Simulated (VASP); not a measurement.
A run of VASP 6.6.1 is set up as follows.

File INCAR:

```
PREC = Accurate
ENCUT = 520
EDIFF = 1E-6
ISMEAR = 0
SIGMA = 0.1
LREAL = False
LASPH = True
NELM = 100
ALGO = Normal
ISIF = 2
LWAVE = False
LCHARG = False
GGA = PS
NBANDS = 20
```

File KPOINTS:

```
Automatic mesh
0
Gamma
  24 24 24
```

File POSCAR:

```
V
1.0
    0.0000000000      2.1513068283      4.3952013742
    1.4159114955      0.0000000000      4.3952013742
    1.4159114955      2.1513068283      0.0000000000
V
2
Direct
    0.1355558423      0.1355558423      0.8644441577
    0.8644441577      0.8644441577      0.1355558423
```

Potentials or basis: VASP PAW PBE potentials, release 64 (V_sv).

Launch:

```bash
$ cat potpaw_PBE.64/V_sv/POTCAR > POTCAR
$ mpirun -np 1 vasp_std > vasp.out
```

Question: Predict the largest force.

Answer: 0.005 eV/Å.

Question: Predict the band gap on the k mesh.

Answer: Zero (band 13 reaches 10.30 eV, above the bottom of band 14 at 9.31 eV).

Question: What does it give for the pressure?

Answer: 0.3 GPa.

Forces on the atoms (eV/Å):
```
V    0.000  0.000  0.005
V    0.000  0.000 -0.005
```

Caveat: the PAW data sets were made with another functional, which shifts forces and pressure a little.
